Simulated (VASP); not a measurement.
The system is Ni.

```
CELL_PARAMETERS angstrom
0.00000 1.76595 1.76595
1.76595 0.00000 1.76595
1.76595 1.76595 0.00000
ATOMIC_POSITIONS crystal
Ni 0.00000 0.00000 0.00000
```

Base run:

- Program: VASP 6.6.1
- Functional: PBE
- Potentials or basis: VASP PAW PBE potentials, release 64 (Ni)
- Cutoff: 520 eV
- k mesh: 13 × 13 × 13
- Occupations: fermi-dirac, width 0.05 eV
- Spin: collinear spin, ferromagnetic start
- Starting moments: [0.95] μB
- Fixed moment: 0.95 μB

Its results: pressure 0.4 GPa; site moments Ni +0.95 μB.

After a change of settings the same cell gave: pressure 7.8 GPa; site moments Ni +1.38 μB. Which change was it?
A. fixed moment from 0.95 μB to 1.19 μB; moments at the start from [0.95] to [1.19]
B. fixed moment from 0.95 μB to none; moments at the start from [0.95] to [0.2]
C. fixed moment from 0.95 μB to 1.43 μB; moments at the start from [0.95] to [1.43]
D. fixed moment from 0.95 μB to none; moments at the start from [0.95] to [2.0]

C.

Caveats: the total moment is fixed, so each spin has its own Fermi level.
